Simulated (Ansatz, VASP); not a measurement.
## Two plane-wave programs on BeS

File POSCAR:

```
BeS
1.0
    0.0000000000      2.3172971969      2.3172971969
    2.3172971969      0.0000000000      2.3172971969
    2.3172971969      2.3172971969      0.0000000000
Be S
1 1
Direct
    0.0000000000      0.0000000000      0.0000000000
    0.5000000000      0.5000000000      0.5000000000
```

The input INCAR.step1:

```
SYSTEM = BeS
PREC = Accurate ; ENCUT = 520
ISMEAR = 0 ; SIGMA = 0.01
LREAL = .FALSE. ; LASPH = .TRUE.
NELM = 100 ; NBANDS = 11
GGA = PE ; ALGO = Normal
EDIFF = 1E-4 ; LWAVE = .TRUE.
LCHARG = .FALSE.
```

Contents of INCAR.step2:

```
SYSTEM = BeS
PREC = Accurate ; ENCUT = 520
EDIFF = 1E-7 ; ISMEAR = 0
SIGMA = 0.01 ; LREAL = .FALSE.
LASPH = .TRUE. ; NELM = 100
ALGO = Normal ; ISIF = 2
LWAVE = .FALSE. ; LCHARG = .FALSE.
METAGGA = R2SCAN ; LMIXTAU = .TRUE.
NBANDS = 11 ; ISTART = 1
```

Contents of KPOINTS:

```
regular mesh
0
G
  6 6 6
  0 0 0
```

Input for Ansatz:

```yaml
crystal:
  lattice:
    - [0.0, 2.3172971969, 2.3172971969]
    - [2.3172971969, 0.0, 2.3172971969]
    - [2.3172971969, 2.3172971969, 0.0]
  atoms:
    - { symbol: Be, position: [0.0, 0.0, 0.0] }
    - { symbol: S, position: [0.5, 0.5, 0.5] }
kpoints:
  mp_grid: { grid: [6, 6, 6] }
hamiltonian:
  xc: r2scan
scf:
  occupations: { method: fixed }
  n_extra_bands: 4
output:
  forces: true
  stress: true
  eigenvalues: true
```

Alike in both runs: task single point; functional r2SCAN; k mesh 6 × 6 × 6; no spin polarisation.

```csv
,VASP,Ansatz
version,VASP 6.6.1,Ansatz 0.2.0
potentials or method,"VASP PAW PBE potentials, release 64 (Be, S)",plane waves
plane-wave cutoff (eV),520,500
occupations,"gaussian, width 0.01 eV",fixed
valence electrons in the cell,8,8
```

Ansatz gave:

- gap on the k mesh at the Fermi level (eV): 1.35
- pressure (GPa): 0.2

Q: What did VASP give for the same quantities?

A: gap on the k mesh at the Fermi level (eV): 1.35; pressure (GPa): 0.1.

VASP's potentials were made for PBE, not for r2SCAN.
